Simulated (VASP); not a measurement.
Here is a VASP 6.6.1 calculation.

INCAR

```
ALGO = Normal
EDIFF = 1E-6
ENCUT = 520
ISIF = 2
ISMEAR = -1
LASPH = T
LCHARG = F
LREAL = F
LWAVE = F
NBANDS = 24
NELM = 100
PREC = Accurate
SIGMA = 0.1
```

KPOINTS

```
k-points
0
Gamma
  7 7 7
```

POSCAR

```
LaMgO3
1.0
    3.8470945880      0.0000000000      0.0000000000
    0.0000000000      3.8470945880      0.0000000000
    0.0000000000      0.0000000000      3.8470945880
La Mg O
1 1 3
Direct
    0.0000000000      0.0000000000      0.0000000000
    0.5000000000      0.5000000000      0.5000000000
    0.5000000000      0.5000000000      0.0000000000
    0.5000000000      0.0000000000      0.5000000000
    0.0000000000      0.5000000000      0.5000000000
```

Potentials or basis: VASP PAW LDA potentials, release 64 (La, Mg, O).

The run is started by

```bash
$ cat potpaw_LDA.64/La/POTCAR potpaw_LDA.64/Mg/POTCAR potpaw_LDA.64/O/POTCAR > POTCAR
$ mpirun -np 1 vasp_std > vasp.out
```

Q: What does it give for the pressure?

A: -0.5 GPa.

Caveat: an odd number of electrons without spin polarisation forces a metal; a magnetic or distorted state may lie lower.
